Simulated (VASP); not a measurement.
Input of a VASP 6.6.1 run:

The input INCAR:

```
SYSTEM = La2Os
PREC = Accurate ; ENCUT = 600
EDIFF = 1E-6 ; ISMEAR = 0
SIGMA = 0.1 ; LREAL = .FALSE.
LASPH = .TRUE. ; NELM = 100
ALGO = Normal ; ISIF = 3
LWAVE = .FALSE. ; LCHARG = .FALSE.
GGA = PE ; IBRION = 2
NSW = 100 ; EDIFFG = -0.01
```

File KPOINTS:

```
regular mesh
0
G
  8 8 8
  0 0 0
```

The input POSCAR:

```
La2Os
1.0
    0.0000000000      4.2957451900      4.2957451900
    4.2957451900      0.0000000000      4.2957451900
    4.2957451900      4.2957451900      0.0000000000
La Os
4 2
Direct
    0.1250000000      0.1250000000      0.1250000000
    0.6250000000      0.1250000000      0.1250000000
    0.1250000000      0.1250000000      0.6250000000
    0.1250000000      0.6250000000      0.1250000000
    0.5000000000      0.5000000000      0.5000000000
    0.7500000000      0.7500000000      0.7500000000
```

Potentials or basis: VASP PAW PBE potentials, release 64 (La, Os).

Launch:

```sh
$ cat potpaw_PBE.64/La/POTCAR potpaw_PBE.64/Os/POTCAR > POTCAR
$ mpirun -np 1 vasp_std > vasp.out
```

Problem. What does it give for the space group after relaxing (to 0.1 Å)?

Solution. Fd-3m (No. 227).

Problem. What does it give for the relaxed volume?

Solution. 25.57 Å³/atom.

Problem. Estimate the band gap on the k mesh.

Solution. Zero (bands 30 and 31 overlap by 0.44 eV).

Problem. Predict the relaxed cell.

Solution. a = 6.009 Å, b = 6.009 Å, c = 6.009 Å, α = 60.00°, β = 60.00°, γ = 60.00°.

Step by step:
```tsv
step	energy change (eV)	largest force (eV/Å)	pressure (GPa)	volume (Å³)
1	0.0000	0.0000	-1.99	158.54
2	-0.0254	0.0000	1.01	151.13
3	-0.0325	0.0000	-0.01	153.43
```

Caveat: spin-orbit coupling is left out, which moves the levels of the heavy elements.
